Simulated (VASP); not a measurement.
A run of VASP 6.6.1 is set up as follows.

The input INCAR:

```
PREC = Accurate
ENCUT = 520
EDIFF = 1E-7
ISMEAR = 1
SIGMA = 0.1
LREAL = F
LASPH = T
NELM = 80
ALGO = Normal
ISIF = 2
LWAVE = F
LCHARG = T
GGA = PS
LELF = T
LVHAR = T
NBANDS = 18
```

KPOINTS

```
regular mesh
0
Gamma
  10 10 10
```

File POSCAR:

```
ZnCu
1.0
    2.9964514246      0.0000000000      0.0000000000
    0.0000000000      2.9964514246      0.0000000000
    0.0000000000      0.0000000000      2.9964514246
Zn Cu
1 1
Direct
    0.5000000000      0.5000000000      0.5000000000
    0.0000000000      0.0000000000      0.0000000000
```

Potentials or basis: VASP PAW PBE potentials, release 64 (Zn, Cu).

Launch:

```bash
$ cat potpaw_PBE.64/Zn/POTCAR potpaw_PBE.64/Cu/POTCAR > POTCAR
$ mpirun -np 1 vasp_std > vasp.out
```

Problem. Estimate the pressure.

Solution. -9.2 GPa.

Caveat: the PAW data sets were made with another functional, which shifts forces and pressure a little.
